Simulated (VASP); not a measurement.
Lu, 2 atoms in the cell. The structure is hexagonal, space group P6_3/mmc (No. 194). Conventional cell: a = 3.507 Å, b = 3.507 Å, c = 5.477 Å, α = 90.00°, β = 90.00°, γ = 120.00°. Lu (site symmetry -6m2) has 12 Lu at 3.41 to 3.51 Å within 4.5 Å. 

```yaml
Program: VASP 6.6.1
Task: single point
Functional: PBE
Potentials_or_basis: VASP PAW PBE potentials, release 64 (Lu)
Cutoff: 520 eV
k_mesh: 10 × 10 × 6
Occupations: methfessel-paxton, width 0.01 eV
Spin: no spin polarisation
Dipole_correction: no
Further_INCAR_settings: ALGO = Normal; EDIFF = 1e-07; NBANDS = 32
```

Potentials or basis: VASP PAW PBE potentials, release 64 (Lu).

The run is started by

```console
$ cat potpaw_PBE.64/Lu/POTCAR > POTCAR
$ mpirun -np 1 vasp_std > vasp.out
```

Hardware: 1 thread of Oxide Virtual Turin-like Processor, on a shared host.

**Question.** Estimate the wall time of this run.

**Answer.** Run time: 2.5 min on 1 thread of Oxide Virtual Turin-like Processor (shared host), peak memory 0.2 GiB. Counts: scf iterations 14, k points 56.
